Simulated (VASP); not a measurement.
# SrMg (Fm-3m) in VASP: single point with LDA

Aim: the single point of SrMg with LDA.

Everything below comes from runs of VASP 6.6.1. Logs are shortened: lines on timing, memory, paths and dates and some standing lists are left out, and cuts for length are marked.

## Step 1: The cell of the first run

The structure is cubic, space group Fm-3m (No. 225). Conventional cell: a = 6.999 Å, b = 6.999 Å, c = 6.999 Å, α = 90.00°, β = 90.00°, γ = 90.00°. Sr (site symmetry m-3m) has 6 Mg at 3.50 Å within 4.6 Å. Within 4.6 Å of Mg (site symmetry m-3m) lie 6 Sr at 3.50 Å.

## Step 2: Single point, LDA

INCAR

```
PREC = Accurate
ENCUT = 520
EDIFF = 1E-7
ISMEAR = -1
SIGMA = 0.05
LREAL = False
LASPH = True
NELM = 100
ALGO = Normal
ISIF = 2
LWAVE = False
LCHARG = False
GGA = CA
NBANDS = 13
```

KPOINTS

```
Automatic mesh
0
Gamma
  6 6 6
```

POSCAR

```
SrMg
1.0
    0.0000000000      3.4995140000      3.4995140000
    3.4995140000      0.0000000000      3.4995140000
    3.4995140000      3.4995140000      0.0000000000
Sr Mg
1 1
Direct
    0.5000000000      0.5000000000      0.5000000000
    0.0000000000      0.0000000000      0.0000000000
```

Potentials or basis: VASP PAW LDA potentials, release 64 (Sr_sv, Mg).

Launch:

```console
$ cat potpaw_LDA.64/Sr_sv/POTCAR potpaw_LDA.64/Mg/POTCAR > POTCAR
$ mpirun -np 1 vasp_std > vasp.out
```

OUTCAR:

```text
PREC = Accurate
   ENCUT = 520
   EDIFF = 1E-7
   ISMEAR = -1
   LREAL = False
   LASPH = True
   NELM = 100
   ISIF = 2
   GGA = CA

 ion  position               nearest neighbor table
   1  0.500  0.500  0.500-   2 3.50   2 3.50   2 3.50   2 3.50   2 3.50   2 3.50
   2  0.000  0.000  0.000-   1 3.50   1 3.50   1 3.50   1 3.50   1 3.50   1 3.50

  LATTYP: Found a face centered cubic cell.
 ALAT       =     6.9990280000

  Lattice vectors:

 A1 = (   0.0000000000,   3.4995140000,   3.4995140000)
 A2 = (   3.4995140000,   0.0000000000,   3.4995140000)
 A3 = (   3.4995140000,   3.4995140000,   0.0000000000)

Analysis of symmetry for initial positions (statically):
=====================================================================
 Subroutine PRICEL returns:
 Original cell was already a primitive cell.

 Routine SETGRP: Setting up the symmetry group for a
 face centered cubic supercell.

 Subroutine GETGRP returns: Found 48 space group operations
 (whereof 48 operations were pure point group operations)
 out of a pool of 48 trial point group operations.

The static configuration has the point symmetry O_h .

Analysis of symmetry for dynamics (positions and initial velocities):
=====================================================================
 Subroutine PRICEL returns:
 Original cell was already a primitive cell.

 Routine SETGRP: Setting up the symmetry group for a
 face centered cubic supercell.

 Subroutine GETGRP returns: Found 48 space group operations
 (whereof 48 operations were pure point group operations)
 out of a pool of 48 trial point group operations.

The dynamic configuration has the point symmetry O_h .

 Subroutine INISYM returns: Found 48 space group operations
 (whereof 48 operations are pure point group operations),
 and found     1 'primitive' translations

----------------------------------------------------------------------------------------

                                     Primitive cell

  volume of cell :      85.7143

  direct lattice vectors                    reciprocal lattice vectors
     0.000000000  3.499514000  3.499514000    -0.142876982  0.142876982  0.142876982
     3.499514000  0.000000000  3.499514000     0.142876982 -0.142876982  0.142876982
     3.499514000  3.499514000  0.000000000     0.142876982  0.142876982 -0.142876982

  length of vectors
     4.949060161  4.949060161  4.949060161     0.247470193  0.247470193  0.247470193

  position of ions in fractional coordinates (direct lattice)
     0.500000000  0.500000000  0.500000000
     0.000000000  0.000000000  0.000000000

  ion indices of the primitive-cell ions
   primitive index   ion index
                 1           1
                 2           2

----------------------------------------------------------------------------------------

 KPOINTS: Automatic mesh

Automatic generation of k-mesh.
 Grid dimensions read from file:
 generate k-points for:    6    6    6

 Generating k-lattice:

  Cartesian coordinates                     Fractional coordinates (reciprocal lattice)
    -0.023812830  0.023812830  0.023812830     0.166666667  0.000000000  0.000000000
     0.023812830 -0.023812830  0.023812830     0.000000000  0.166666667  0.000000000
     0.023812830  0.023812830 -0.023812830     0.000000000  0.000000000  0.166666667

  Length of vectors
     0.041245032  0.041245032  0.041245032

  Shift w.r.t. Gamma in fractional coordinates (k-lattice)
     0.000000000  0.000000000  0.000000000

 Subroutine IBZKPT returns following result:
 ===========================================

 Found     16 irreducible k-points:

 Following reciprocal coordinates:
            Coordinates               Weight
  0.000000  0.000000  0.000000      1.000000
  0.166667  0.000000  0.000000      8.000000
  0.333333  0.000000  0.000000      8.000000
  0.500000  0.000000  0.000000      4.000000
  0.166667  0.166667  0.000000      6.000000
  0.333333  0.166667  0.000000     24.000000
[... 8 lines left out ...]
 -0.333333  0.333333  0.166667     24.000000
 -0.333333  0.500000  0.166667     12.000000
   k-points           NKPTS =     16   k-points in BZ     NKDIM =     16   number of bands    NBANDS=     13
   number of dos      NEDOS =    301   number of ions     NIONS =      2
   total plane-waves  NPLWV =  64000
   dimension x,y,z NGX =    40 NGY =   40 NGZ =   40
   dimension x,y,z NGXF=    80 NGYF=   80 NGZF=   80
   ions per type =               1   1
   NGX,Y,Z   is equivalent  to a cutoff of  13.44, 13.44, 13.44 a.u.
   NGXF,Y,Z  is equivalent  to a cutoff of  26.87, 26.87, 26.87 a.u.
 SYSTEM =  unknown system
   PREC   = accura    normal or accurate (medium, high low for compatibility)
   ISTART =      0    job   : 0-new  1-cont  2-samecut
   ICHARG =      2    charge: 1-file 2-atom 10-const
   ISPIN  =      1    spin polarized calculation?
   LNONCOLLINEAR =      F non collinear calculations
   LSORBIT =      F    spin-orbit coupling
   LASPH  =      T    aspherical Exc in radial PAW
   ENCUT  =  520.0 eV  38.22 Ry    6.18 a.u.   9.20  9.20  9.20*2*pi/ulx,y,z
   NELM   =    100;   NELMIN=  2; NELMDL= -5     # of ELM steps
   EDIFF  = 0.1E-06   stopping-criterion for ELM
   LREAL  =      F    real-space projection
   EDIFFG = 0.1E-05   stopping-criterion for IOM
   NSW    =      0    number of steps for IOM
   IBRION =     -1    ionic relax: 0-MD 1-quasi-New 2-CG
   NFREE  =      0    steps in history (QN), initial steepest desc. (CG)
   ISIF   =      2    stress and relaxation
   ISYM   =      2    0-nonsym 1-usesym 2-fastsym
   POTIM  = 0.5000    time-step for ionic-motion
   TEBEG  =    0.0;   TEEND  =   0.0 temperature during run
   PSTRESS=    0.0 pullay stress
   NELECT =      12.0000    total number of electrons
   NUPDOWN=      -1.0000    fix difference up-down
   EMIN   =  10.00;   EMAX   =-10.00  energy-range for DOS
   EFERMI =   0.00;   METHOD = LEGACY
   ISMEAR =    -1;   SIGMA  =   0.05  broadening in eV -4-tet -1-fermi 0-gaus
   EFERMI_NEDOS =   21; number of points for ismear=-14 and -15
   IALGO  =     38    algorithm
   IMIX   =      4    mixing-type and parameters
     AMIX     =   0.40;   BMIX     =  1.00
     AMIX_MAG =   1.60;   BMIX_MAG =  1.00
  volume/ion in A,a.u.               =      42.86       289.21
  Fermi-wavevector in a.u.,A,eV,Ry     =   0.850062  1.606385  9.831654  0.722606
  Thomas-Fermi vector in A             =   1.965981
   LORBIT       =      0    0 simple, 1 ext, 2 COOP (PROOUT), +10 PAW based schemes
   GGA     = CA    functional components
   LHFCALC =     F    Hartree Fock is set to
   AEXX    =    0.0000 exact exchange contribution
   IVDW    =     0    specifies the selected vdW correction
   LEPSILON=     F    determine dielectric tensor
   LRPA    =     F    only Hartree local field effects (RPA)
 non-spin polarized calculation
  energy-cutoff  :      520.00
  volume of cell :       85.71
 maximum number of plane-waves:      2332
 NGX is ok and might be reduce to    40
   NGX = 19   NGY = 19   NGZ = 19

 number of electron      12.0000000 magnetization

 Free energy of the ion-electron system (eV)
  ---------------------------------------------------
  ext. energy  EPLUGINS =         0.00000000
  ---------------------------------------------------
  free energy    TOTEN  =        -3.23352727 eV

  energy without entropy =       -3.20929996  energy(sigma->0) =       -3.22141362

 E-fermi :   1.1520     XC(G=0):  -7.6040

 val. band max:        1.1152573619   @ k =  -0.3333   0.5000   0.1667
 cond. band min:       1.1804557612   @ k =   0.3333   0.1667   0.0000
 fundamental gap:      0.0651983994
 Fermi energy:         1.1519549219

 k-point     1 :       0.0000    0.0000    0.0000
  band No.  band energies     occupation
      1     -35.1081      2.00000
      2     -17.1790      2.00000
      3     -17.1790      2.00000
      4     -17.1790      2.00000
      5      -3.3286      2.00000
      6       2.9876      0.00000
      7       2.9876      0.00000
      8       2.9876      0.00000
      9       3.6375      0.00000
     10       3.6375      0.00000
     11       4.8327      0.00000
     12       4.8327      0.00000
     13       4.8327      0.00000

 k-point     2 :       0.1667    0.0000    0.0000
  band No.  band energies     occupation
      1     -35.1077      2.00000
      2     -17.1908      2.00000
      3     -17.1806      2.00000
      4     -17.1806      2.00000
      5      -3.0375      2.00000
      6       2.1759      0.00000
      7       2.8054      0.00000
      8       2.8054      0.00000
      9       3.4562      0.00000
     10       3.4562      0.00000
     11       4.4674      0.00000
     12       5.7537      0.00000
     13       5.7537      0.00000

 k-point     3 :       0.3333    0.0000    0.0000
  band No.  band energies     occupation
      1     -35.1068      2.00000
      2     -17.2143      2.00000
      3     -17.1839      2.00000
      4     -17.1839      2.00000
      5      -2.2098      2.00000
      6       0.6344      1.99994
      7       2.2400      0.00000
      8       2.2400      0.00000
      9       4.1180      0.00000
     10       4.1180      0.00000
     11       4.3451      0.00000
     12       6.2710      0.00000
     13       6.7141      0.00000

 k-point     4 :       0.5000    0.0000    0.0000
  band No.  band energies     occupation
      1     -35.1064      2.00000
      2     -17.2259      2.00000
      3     -17.1855      2.00000
      4     -17.1855      2.00000
      5      -1.1660      2.00000
      6      -0.6771      2.00000
      7       2.0243      0.00000
      8       2.0243      0.00000
      9       4.7401      0.00000
     10       4.8081      0.00000
     11       4.8081      0.00000
     12       5.1397      0.00000
     13       6.1819      0.00000

 k-point     5 :       0.1667    0.1667    0.0000
  band No.  band energies     occupation
      1     -35.1075      2.00000
      2     -17.1903      2.00000
      3     -17.1833      2.00000
      4     -17.1833      2.00000
      5      -2.9479      2.00000
      6       2.3003      0.00000
      7       2.5173      0.00000
      8       2.8365      0.00000
      9       2.8365      0.00000
     10       3.8000      0.00000
     11       5.3544      0.00000
     12       5.3544      0.00000
     13       5.3883      0.00000
[... 129 lines left out ...]
 k-point    14 :       0.5000    0.3333    0.1667
  band No.  band energies     occupation
      1     -35.1062      2.00000
      2     -17.2135      2.00000
      3     -17.1978      2.00000
      4     -17.1896      2.00000
      5      -1.6440      2.00000
      6       0.6951      1.99978
      7       1.2928      0.11281
      8       2.1350      0.00000
      9       3.6919      0.00000
     10       4.2753      0.00000
     11       4.8643      0.00000
     12       5.5388      0.00000
     13       6.3747      0.00000

 k-point    15 :      -0.3333    0.3333    0.1667
  band No.  band energies     occupation
      1     -35.1060      2.00000
      2     -17.2150      2.00000
      3     -17.2031      2.00000
      4     -17.1923      2.00000
      5      -1.0192      2.00000
      6       0.1365      2.00000
      7       1.0979      1.49311
      8       1.8879      0.00000
      9       3.7288      0.00000
     10       4.4735      0.00000
     11       4.8251      0.00000
     12       5.5843      0.00000
     13       5.9382      0.00000

 k-point    16 :      -0.3333    0.5000    0.1667
  band No.  band energies     occupation
      1     -35.1058      2.00000
      2     -17.2153      2.00000
      3     -17.2026      2.00000
      4     -17.1969      2.00000
      5      -1.0651      2.00000
      6       0.6654      1.99988
      7       1.1153      1.35134
      8       1.5141      0.00143
      9       3.7950      0.00000
     10       4.0635      0.00000
     11       4.9329      0.00000
     12       5.2465      0.00000
     13       5.5263      0.00000

------------------------ aborting loop because EDIFF is reached ----------------------------------------

  FORCE on cell =-STRESS in cart. coord.  units (eV):
  Direction    XX          YY          ZZ          XY          YZ          ZX
  --------------------------------------------------------------------------------------
  -------------------------------------------------------------------------------------
  Total       -0.7389090     -0.7389090     -0.7389090      0.0000000     -0.0000000      0.0000000
  in kB      -13.8117387    -13.8117387    -13.8117387      0.0000000     -0.0000000      0.0000000
  external PRESSURE =     -13.8117387 kB  Pullay stress =       0.0000000 kB

 VOLUME and BASIS-vectors are now :
 -----------------------------------------------------------------------------
  energy-cutoff  :      520.00
  volume of cell :       85.71
      direct lattice vectors                 reciprocal lattice vectors
     0.000000000  3.499514000  3.499514000    -0.142876982  0.142876982  0.142876982
     3.499514000  0.000000000  3.499514000     0.142876982 -0.142876982  0.142876982
     3.499514000  3.499514000  0.000000000     0.142876982  0.142876982 -0.142876982

 POSITION                                       TOTAL-FORCE (eV/Angst)
 -----------------------------------------------------------------------------------
      3.49951      3.49951      3.49951        -0.000000      0.000000     -0.000000
      0.00000      0.00000      0.00000         0.000000     -0.000000      0.000000
 -----------------------------------------------------------------------------------
    total drift:                               -0.000000     -0.000000      0.000000

  FREE ENERGIE OF THE ION-ELECTRON SYSTEM (eV)
  ---------------------------------------------------
  free  energy   TOTEN  =        -3.2335272745 eV

  energy  without entropy=       -3.2092999579  energy(sigma->0) =       -3.22141362
```

It took 11 s on 1 thread of Intel Xeon 6975P-C (Granite Rapids), shared host; peak memory 0.19 GiB.

Results:

```yaml
Free_energy: -3.2335 eV
Pressure: -1.4 GPa
Band_gap_on_the_k_mesh: zero (band 6 reaches 2.99 eV, above the bottom of band 7 at 0.81 eV)
```

Levels at points of the mesh, in eV from the Fermi level:
```csv
k point,band 2,band 3,band 4,band 5,band 6,band 7,band 8,band 9,band 10,band 11
"(0.00, 0.00, 0.00)",-18.33,-18.33,-18.33,-4.48,1.84,1.84,1.84,2.49,2.49,3.68
"(0.50, 0.00, 0.00)",-18.38,-18.34,-18.34,-2.32,-1.83,0.87,0.87,3.59,3.66,3.66
"(0.50, 0.50, 0.00)",-18.37,-18.35,-18.35,-2.47,-0.63,0.46,1.75,1.75,2.45,3.24
```
